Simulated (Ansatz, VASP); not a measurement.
## Sn in VASP and in Ansatz

The input INCAR:

```
SYSTEM = Sn
PREC     = Accurate       ! precision mode
ENCUT    = 520            ! plane-wave cutoff, eV
EDIFF    = 1E-6           ! SCF threshold, eV
ISMEAR   = -1             ! smearing method
SIGMA    = 0.1            ! smearing width, eV
LREAL    = .False.        ! projectors in reciprocal space
LASPH    = .True.         ! aspherical terms in the spheres
NELM     = 80             ! most SCF steps
ALGO     = Normal         ! electronic algorithm
ISIF     = 2              ! what is computed and relaxed
LWAVE    = .False.        ! write WAVECAR
LCHARG   = .False.        ! write CHGCAR
GGA      = RP             ! functional
NBANDS   = 13             ! bands
```

KPOINTS

```
Automatic mesh
0
Gamma
  13 13 13
  0 0 0
```

File POSCAR:

```
Sn
1.0
    0.0000000000      2.4357768229      2.4357768229
    2.4357768229      0.0000000000      2.4357768229
    2.4357768229      2.4357768229      0.0000000000
Sn
1
Direct
    0.0000000000      0.0000000000      0.0000000000
```

Input for Ansatz:

```yaml
crystal:
  lattice:
    - [0.0, 2.4357768229, 2.4357768229]
    - [2.4357768229, 0.0, 2.4357768229]
    - [2.4357768229, 2.4357768229, 0.0]
  atoms:
    - { symbol: Sn, position: [0.0, 0.0, 0.0] }
hamiltonian:
  xc: rpbe
  pseudopotentials:
    kind: paw
    azcp:
      Sn: "pseudopotentials/Sn.paw.azcp"
basis:
  ecutwfc: 420
  fft_grid_basis: typed
kpoints:
  mp_grid: { grid: [13, 13, 13], shift: [0, 0, 0] }
magnetization:
  spin_polarized: false
scf:
  occupations: { method: fermi_dirac, width: 0.1 }
  lower_state_search: "off"
output:
  stress: true
  write_density: true
  write_potential: true
  elf: true
  volumetric_format: npy
```

Alike in both runs: task single point; functional RPBE; k mesh 13 × 13 × 13; occupations fermi-dirac, width 0.1 eV; no spin polarisation.

```csv
,VASP,Ansatz
version,VASP 6.6.1,Ansatz 0.2.0
potentials or method,"VASP PAW PBE potentials, release 64 (Sn_d), cutoff 520 eV","plane waves (420 eV) with PAW, scalar-relativistic"
valence electrons in the cell,14,14
```

```tsv
	VASP	Ansatz	Ansatz less VASP
pressure (GPa)	-0.1	0.0	+0.06
```

VASP's potentials were made for PBE, not for RPBE. The functional is the same, so the differences come from potentials, cutoffs and numerics.
